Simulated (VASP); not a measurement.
# KCd2P2 (P6/mmm) in VASP: notebook

The runs below take KCd2P2 through single point, relaxation of cell and atoms, with PBE.

Everything below comes from runs of VASP 6.6.1. Logs are shortened: lines on timing, memory, paths and dates and some standing lists are left out, and cuts for length are marked.

### 1 The cell of the first run

It takes space group P6/mmm (No. 191, hexagonal). The conventional cell has a = 4.029 Å, b = 4.029 Å, c = 8.587 Å, α = 90.00°, β = 90.00°, γ = 120.00°. Within 3.1 Å of K (site symmetry 6/mmm) lie 6 P at 2.33 Å. Cd (site symmetry -6m2) has 3 Cd at 2.33 Å within 3.1 Å. P (site symmetry -6m2) has 3 P at 2.33 Å and 3 K at 2.33 Å within 3.1 Å.

The cell was generated, and may not be a known phase.

### 2 Single point, PBE

File INCAR:

```
SYSTEM = KCd2P2
  ALGO = Normal
  EDIFF = 1E-6
  ENCUT = 500
  GGA = PE
  GGA_COMPAT = .FALSE.
  ISIF = 2
  ISMEAR = 0
  LASPH = .TRUE.
  LCHARG = .FALSE.
  LREAL = .FALSE.
  LWAVE = .FALSE.
  NBANDS = 30
  NELM = 120
  PREC = Accurate
  SIGMA = 0.1
```

File KPOINTS:

```
k-points
0
G
  6 6 2
  0 0 0
```

File POSCAR:

```
KCd2P2
1.0
    4.0292262900      0.0000000000      0.0000000000
   -2.0146131500      3.4894123300      0.0000000000
    0.0000000000      0.0000000000      8.5866515700
K Cd P
1 2 2
Direct
    0.0000000000      0.0000000000      0.0000000000
    0.3333333300      0.6666666700      0.5000000000
    0.6666666700      0.3333333300      0.5000000000
    0.3333333300      0.6666666700      0.0000000000
    0.6666666700      0.3333333300      0.0000000000
```

Potentials or basis: VASP PAW PBE potentials, release 64 (K_sv, Cd, P).

On the command line:

```console
$ cat potpaw_PBE.64/K_sv/POTCAR potpaw_PBE.64/Cd/POTCAR potpaw_PBE.64/P/POTCAR > POTCAR
$ mpirun -np 1 vasp_std > vasp.out
```

OUTCAR:

```text
SYSTEM = KCd2P2
   EDIFF = 1E-6
   ENCUT = 500
   GGA = PE
   ISIF = 2
   ISMEAR = 0
   LASPH = .TRUE.
   LREAL = .FALSE.
   NELM = 120
   PREC = Accurate

 ion  position               nearest neighbor table
   1  0.000  0.000  0.000-   4 2.33   5 2.33   5 2.33   4 2.33   5 2.33   4 2.33
   2  0.333  0.667  0.500-   3 2.33   3 2.33   3 2.33
   3  0.667  0.333  0.500-   2 2.33   2 2.33   2 2.33
   4  0.333  0.667  0.000-   5 2.33   1 2.33   5 2.33   1 2.33   1 2.33   5 2.33
   5  0.667  0.333  0.000-   4 2.33   1 2.33   4 2.33   1 2.33   1 2.33   4 2.33

  LATTYP: Found a hexagonal cell.
 ALAT       =     4.0292262900
 C/A-ratio  =     2.1310919149

  Lattice vectors:

 A1 = (   4.0292262900,   0.0000000000,   0.0000000000)
 A2 = (  -2.0146131500,   3.4894123300,   0.0000000000)
 A3 = (   0.0000000000,   0.0000000000,   8.5866515700)

Analysis of symmetry for initial positions (statically):
=====================================================================
 Subroutine PRICEL returns:
 Original cell was already a primitive cell.

 Routine SETGRP: Setting up the symmetry group for a
 hexagonal supercell.

 Subroutine GETGRP returns: Found 24 space group operations
 (whereof 24 operations were pure point group operations)
 out of a pool of 24 trial point group operations.

The static configuration has the point symmetry D_6h.

Analysis of symmetry for dynamics (positions and initial velocities):
=====================================================================
 Subroutine PRICEL returns:
 Original cell was already a primitive cell.

 Routine SETGRP: Setting up the symmetry group for a
 hexagonal supercell.

 Subroutine GETGRP returns: Found 24 space group operations
 (whereof 24 operations were pure point group operations)
 out of a pool of 24 trial point group operations.

The dynamic configuration has the point symmetry D_6h.

 Subroutine INISYM returns: Found 24 space group operations
 (whereof 24 operations are pure point group operations),
 and found     1 'primitive' translations

----------------------------------------------------------------------------------------

                                     Primitive cell

  volume of cell :     120.7252

  direct lattice vectors                    reciprocal lattice vectors
     4.029226290  0.000000000  0.000000000     0.248186607  0.143290604  0.000000000
    -2.014613150  3.489412330  0.000000000     0.000000000  0.286581208  0.000000000
     0.000000000  0.000000000  8.586651570     0.000000000  0.000000000  0.116459832

  length of vectors
     4.029226290  4.029226297  8.586651570     0.286581208  0.286581208  0.116459832

  position of ions in fractional coordinates (direct lattice)
     0.000000000  0.000000000  0.000000000
     0.333333330  0.666666670  0.500000000
     0.666666670  0.333333330  0.500000000
     0.333333330  0.666666670  0.000000000
     0.666666670  0.333333330  0.000000000

  ion indices of the primitive-cell ions
   primitive index   ion index
                 1           1
                 2           2
                 3           3
                 4           4
                 5           5

----------------------------------------------------------------------------------------

 KPOINTS: k-points

Automatic generation of k-mesh.
 Grid dimensions read from file:
 generate k-points for:    6    6    2

 Generating k-lattice:

  Cartesian coordinates                     Fractional coordinates (reciprocal lattice)
     0.041364434  0.023881767  0.000000000     0.166666667  0.000000000  0.000000000
     0.000000000  0.047763535  0.000000000     0.000000000  0.166666667  0.000000000
     0.000000000  0.000000000  0.058229916     0.000000000  0.000000000  0.500000000

  Length of vectors
     0.047763535  0.047763535  0.058229916

  Shift w.r.t. Gamma in fractional coordinates (k-lattice)
     0.000000000  0.000000000  0.000000000

 Subroutine IBZKPT returns following result:
 ===========================================

 Found     14 irreducible k-points:

 Following reciprocal coordinates:
            Coordinates               Weight
  0.000000  0.000000  0.000000      1.000000
  0.166667  0.000000  0.000000      6.000000
  0.333333  0.000000  0.000000      6.000000
  0.500000  0.000000  0.000000      3.000000
  0.166667  0.166667  0.000000      6.000000
  0.333333  0.166667  0.000000     12.000000
  0.333333  0.333333  0.000000      2.000000
  0.000000  0.000000  0.500000      1.000000
  0.166667  0.000000  0.500000      6.000000
  0.333333  0.000000  0.500000      6.000000
  0.500000  0.000000  0.500000      3.000000
  0.166667  0.166667  0.500000      6.000000
  0.333333  0.166667  0.500000     12.000000
  0.333333  0.333333  0.500000      2.000000
   k-points           NKPTS =     14   k-points in BZ     NKDIM =     14   number of bands    NBANDS=     30
   number of dos      NEDOS =    301   number of ions     NIONS =      5
   total plane-waves  NPLWV =  57600
   dimension x,y,z NGX =    30 NGY =   30 NGZ =   64
   dimension x,y,z NGXF=    60 NGYF=   60 NGZF=  128
   ions per type =               1   2   2
   NGX,Y,Z   is equivalent  to a cutoff of  12.38, 12.38, 12.39 a.u.
   NGXF,Y,Z  is equivalent  to a cutoff of  24.76, 24.76, 24.78 a.u.
 SYSTEM =  KCd2P2
   PREC   = accura    normal or accurate (medium, high low for compatibility)
   ISTART =      0    job   : 0-new  1-cont  2-samecut
   ICHARG =      2    charge: 1-file 2-atom 10-const
   ISPIN  =      1    spin polarized calculation?
   LNONCOLLINEAR =      F non collinear calculations
   LSORBIT =      F    spin-orbit coupling
   LASPH  =      T    aspherical Exc in radial PAW
   ENCUT  =  500.0 eV  36.75 Ry    6.06 a.u.   7.35  7.35 15.66*2*pi/ulx,y,z
   NELM   =    120;   NELMIN=  2; NELMDL= -5     # of ELM steps
   EDIFF  = 0.1E-05   stopping-criterion for ELM
   LREAL  =      F    real-space projection
   EDIFFG = 0.1E-04   stopping-criterion for IOM
   NSW    =      0    number of steps for IOM
   IBRION =     -1    ionic relax: 0-MD 1-quasi-New 2-CG
   NFREE  =      0    steps in history (QN), initial steepest desc. (CG)
   ISIF   =      2    stress and relaxation
   ISYM   =      2    0-nonsym 1-usesym 2-fastsym
   POTIM  = 0.5000    time-step for ionic-motion
   TEBEG  =    0.0;   TEEND  =   0.0 temperature during run
   PSTRESS=    0.0 pullay stress
   NELECT =      43.0000    total number of electrons
   NUPDOWN=      -1.0000    fix difference up-down
   EMIN   =  10.00;   EMAX   =-10.00  energy-range for DOS
   EFERMI =   0.00;   METHOD = LEGACY
   ISMEAR =     0;   SIGMA  =   0.10  broadening in eV -4-tet -1-fermi 0-gaus
   EFERMI_NEDOS =   21; number of points for ismear=-14 and -15
   IALGO  =     38    algorithm
   IMIX   =      4    mixing-type and parameters
     AMIX     =   0.40;   BMIX     =  1.00
     AMIX_MAG =   1.60;   BMIX_MAG =  1.00
  volume/ion in A,a.u.               =      24.15       162.94
  Fermi-wavevector in a.u.,A,eV,Ry     =   1.160464  2.192959 18.322653  1.346677
  Thomas-Fermi vector in A             =   2.297046
   LORBIT       =      0    0 simple, 1 ext, 2 COOP (PROOUT), +10 PAW based schemes
   GGA     = PE    functional components
   LHFCALC =     F    Hartree Fock is set to
   AEXX    =    0.0000 exact exchange contribution
   IVDW    =     0    specifies the selected vdW correction
   LEPSILON=     F    determine dielectric tensor
   LRPA    =     F    only Hartree local field effects (RPA)
 non-spin polarized calculation
 Gauss-broadening in eV      SIGMA  =   0.10
  energy-cutoff  :      500.00
  volume of cell :      120.73
 maximum number of plane-waves:      3104
 NGX is ok and might be reduce to    30
   NGX = 15   NGY = 15   NGZ = 31

 number of electron      43.0000009 magnetization

 Free energy of the ion-electron system (eV)
  ---------------------------------------------------
  ext. energy  EPLUGINS =         0.00000000
  ---------------------------------------------------
  free energy    TOTEN  =        -2.23271440 eV

  energy without entropy =       -2.20430941  energy(sigma->0) =       -2.21851190

 E-fermi :   3.0016     XC(G=0):  -9.0239

 val. band max:        2.9860294927   @ k =   0.3333   0.1667   0.5000
 cond. band min:       3.0024410556   @ k =   0.3333   0.0000   0.5000
 fundamental gap:      0.0164115629
 Fermi energy:         3.0015745152

 k-point     1 :       0.0000    0.0000    0.0000
  band No.  band energies     occupation
      1     -28.3036      2.00000
      2     -12.7404      2.00000
      3     -12.7404      2.00000
      4     -11.4786      2.00000
      5     -10.4215      2.00000
      6      -8.2691      2.00000
[... 22 lines left out ...]
     29       8.3455      0.00000
     30      10.0794      0.00000

 k-point     2 :       0.1667    0.0000    0.0000
  band No.  band energies     occupation
      1     -28.2798      2.00000
      2     -13.4217      2.00000
      3     -12.8259      2.00000
      4     -11.4441      2.00000
      5      -9.4356      2.00000
      6      -8.2818      2.00000
[... 22 lines left out ...]
     29       8.2509      0.00000
     30       9.9246      0.00000

 k-point     3 :       0.3333    0.0000    0.0000
  band No.  band energies     occupation
      1     -28.2315      2.00000
      2     -14.2300      2.00000
      3     -12.9867      2.00000
      4     -11.3738      2.00000
      5      -8.6040      2.00000
      6      -8.4137      2.00000
[... 22 lines left out ...]
     29       8.3704      0.00000
     30       9.1392      0.00000

 k-point     4 :       0.5000    0.0000    0.0000
  band No.  band energies     occupation
      1     -28.2070      2.00000
      2     -14.5318      2.00000
      3     -13.0626      2.00000
      4     -11.3380      2.00000
      5      -8.7682      2.00000
      6      -8.5500      2.00000
[... 286 lines left out ...]
     29       8.3866      0.00000
     30       9.1751      0.00000

 k-point    13 :       0.3333    0.1667    0.5000
  band No.  band energies     occupation
      1     -28.2071      2.00000
      2     -14.3467      2.00000
      3     -13.3831      2.00000
      4     -11.3383      2.00000
      5      -8.9438      2.00000
      6      -8.2663      2.00000
[... 22 lines left out ...]
     29       8.3751      0.00000
     30       9.4009      0.00000

 k-point    14 :       0.3333    0.3333    0.5000
  band No.  band energies     occupation
      1     -28.1949      2.00000
      2     -14.0159      2.00000
      3     -14.0159      2.00000
      4     -11.3206      2.00000
      5      -9.1075      2.00000
      6      -8.0360      2.00000
[... 22 lines left out ...]
     29       9.3933      0.00000
     30      10.0398      0.00000

------------------------ aborting loop because EDIFF is reached ----------------------------------------

  FORCE on cell =-STRESS in cart. coord.  units (eV):
  Direction    XX          YY          ZZ          XY          YZ          ZX
  --------------------------------------------------------------------------------------
  -------------------------------------------------------------------------------------
  Total       42.3278268     42.3278270     -1.0656306     -0.0000001      0.0000000     -0.0000000
  in kB      561.7444154    561.7444171    -14.1422812     -0.0000008      0.0000000     -0.0000000
  external PRESSURE =     369.7821838 kB  Pullay stress =       0.0000000 kB

 VOLUME and BASIS-vectors are now :
 -----------------------------------------------------------------------------
  energy-cutoff  :      500.00
  volume of cell :      120.73
      direct lattice vectors                 reciprocal lattice vectors
     4.029226290  0.000000000  0.000000000     0.248186607  0.143290604  0.000000000
    -2.014613150  3.489412330  0.000000000     0.000000000  0.286581208  0.000000000
     0.000000000  0.000000000  8.586651570     0.000000000  0.000000000  0.116459832

 POSITION                                       TOTAL-FORCE (eV/Angst)
 -----------------------------------------------------------------------------------
      0.00000      0.00000      0.00000        -0.000000      0.000000      0.000000
     -0.00000      2.32627      4.29333         0.000000      0.000000      0.000000
      2.01461      1.16314      4.29333        -0.000000      0.000000      0.000000
     -0.00000      2.32627      0.00000        -0.000000      0.000000      0.000000
      2.01461      1.16314      0.00000         0.000000     -0.000000      0.000000
 -----------------------------------------------------------------------------------
    total drift:                                0.000000      0.000000      0.000000

  FREE ENERGIE OF THE ION-ELECTRON SYSTEM (eV)
  ---------------------------------------------------
  free  energy   TOTEN  =        -2.2327143953 eV

  energy  without entropy=       -2.2043094115  energy(sigma->0) =       -2.21851190
```

It took 59 s on 1 thread of Oxide Virtual Turin-like, shared host; peak memory 0.21 GiB.

What came out:

```yaml
Free_energy: -2.2327 eV
Pressure: 37.0 GPa
Band_gap_on_the_k_mesh: zero (an odd number of electrons rules out a gap without spin polarisation)
```

Stress tensor (GPa, compression positive):
```
56.17  0.00  0.00
 0.00 56.17  0.00
 0.00  0.00 -1.41
```

Caveat: the k points lie up to 0.37 Å⁻¹ apart, too coarse for converged energies and pressures of a metal.

### 3 Single point, PBE

This run uses another cell than the first one, of 26.27 Å³/atom.

File INCAR:

```
  PREC = Accurate
  ENCUT = 500
  EDIFF = 1E-6
  ISMEAR = 0
  SIGMA = 0.1
  LREAL = False
  LASPH = True
  NELM = 120
  ALGO = Normal
  ISIF = 2
  LWAVE = False
  LCHARG = True
  GGA = PE
  LELF = True
  LVHAR = True
  NBANDS = 30
  GGA_COMPAT = False
```

File KPOINTS:

```
regular mesh
0
Gamma
  6 6 2
```

File POSCAR:

```
KCd2P2
1.0
    5.3651848034      0.0000000038      0.0000000000
   -2.6825924050      4.6463863339      0.0000000000
    0.0000000000      0.0000000000      5.2684367921
K Cd P
1 2 2
Direct
    0.0000000000      0.0000000000      0.0000000000
    0.3333333333      0.6666666667      0.5000000000
    0.6666666667      0.3333333333      0.5000000000
    0.3333333333      0.6666666667      0.0000000000
    0.6666666667      0.3333333333      0.0000000000
```

Potentials or basis: VASP PAW PBE potentials, release 64 (K_sv, Cd, P).

On the command line:

```console
$ cat potpaw_PBE.64/K_sv/POTCAR potpaw_PBE.64/Cd/POTCAR potpaw_PBE.64/P/POTCAR > POTCAR
$ mpirun -np 1 vasp_std > vasp.out
```

Run time: 38 s. Hardware: 1 thread of Oxide Virtual Turin-like, shared host; peak memory 0.23 GiB.

The run converged. Its results:

- Free energy: -12.3053 eV
- Pressure: 0.4 GPa
- Band gap on the k mesh: zero (an odd number of electrons rules out a gap without spin polarisation)

Stress tensor (GPa, compression positive):
```
0.48 0.00 0.00
0.00 0.48 0.00
0.00 0.00 0.17
```

Levels at points of the mesh, in eV from the Fermi level:
```tsv
k point	band 18	band 19	band 20	band 21	band 22	band 23	band 24	band 25
(0.00, 0.00, 0.00)	-3.31	-3.05	-3.05	-1.22	0.29	0.29	2.79	3.39
(0.50, 0.00, 0.00)	-2.92	-2.50	-2.12	-2.11	-0.93	0.47	0.85	2.24
(0.00, 0.00, 0.50)	-2.61	-2.61	-1.59	0.63	0.63	1.71	1.71	2.34
(0.50, 0.00, 0.50)	-3.83	-2.52	-1.90	0.40	0.65	1.06	1.19	3.01
```

Caveat: the k points lie up to 0.60 Å⁻¹ apart, too coarse for converged energies and pressures of a metal.

(Part 1 of 2 ends here.)

The gap in the log of VASP goes by the Fermi energy; the results here count the filled bands.